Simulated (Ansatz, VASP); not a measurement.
## Two plane-wave programs on Pd

Contents of INCAR:

```
PREC = Accurate ; ENCUT = 520
EDIFF = 1E-6 ; ISMEAR = 0
SIGMA = 0.15 ; LREAL = F
LASPH = T ; NELM = 80
ALGO = Fast ; ISIF = 2
LWAVE = F ; LCHARG = F
GGA = PS ; NBANDS = 11
```

The input KPOINTS:

```
Automatic mesh
0
Gamma
  22 22 22
```

File POSCAR:

```
Pd
1.0
   -1.4986196352      1.4986196352      1.5722810000
    1.4986196352     -1.4986196352      1.5722810000
    1.6459423648      1.6459423648     -1.5722810000
Pd
1
Direct
    0.0000000000      0.0000000000      0.0000000000
```

Input for Ansatz:

```yaml
crystal:
  lattice:
    - [-1.4986196352, 1.4986196352, 1.572281]
    - [1.4986196352, -1.4986196352, 1.572281]
    - [1.6459423648, 1.6459423648, -1.572281]
  atoms:
    - { symbol: Pd, position: [0.0, 0.0, 0.0] }
basis:
  ecutwfc: 420
kpoints:
  mp_grid: { grid: [22, 22, 22] }
hamiltonian:
  xc: pbesol
scf:
  occupations: { method: gaussian, width: 0.15 }
output:
  forces: true
  stress: true
  eigenvalues: true
```

Change from the starting cell: strain +0.0937 x Voigt [0, 0, 0, 0, 0, 1], atoms carried along.

Alike in both runs: task single point; functional PBEsol; k mesh 22 × 22 × 22; occupations gaussian, width 0.15 eV; no spin polarisation.

|  | VASP | Ansatz |
| --- | --- | --- |
| version | VASP 6.6.1 | Ansatz 0.2.0 |
| potentials or method | VASP PAW PBE potentials, release 64 (Pd), cutoff 520 eV | scalar-relativistic, plane waves, PAW |
| valence electrons in the cell | 10 | 18 |

VASP gave:

```
gap on the k mesh at the Fermi level (eV)                     : none
pressure (GPa)                                                : -8.3
traceless stress, the component that is largest in VASP (GPa) : -8.59
```

Task: Which values does Ansatz return?

Result: gap on the k mesh at the Fermi level (eV): none; pressure (GPa): -8.0; traceless stress, the component that is largest in VASP (GPa): -8.69.

VASP's potentials were made for PBE, not for PBEsol. A gap of «none» marks a metal or a gap that the smearing closes. VASP's potentials hold 10 valence electrons a cell and Ansatz's 18, so a difference there can come from the potentials and not from the codes.
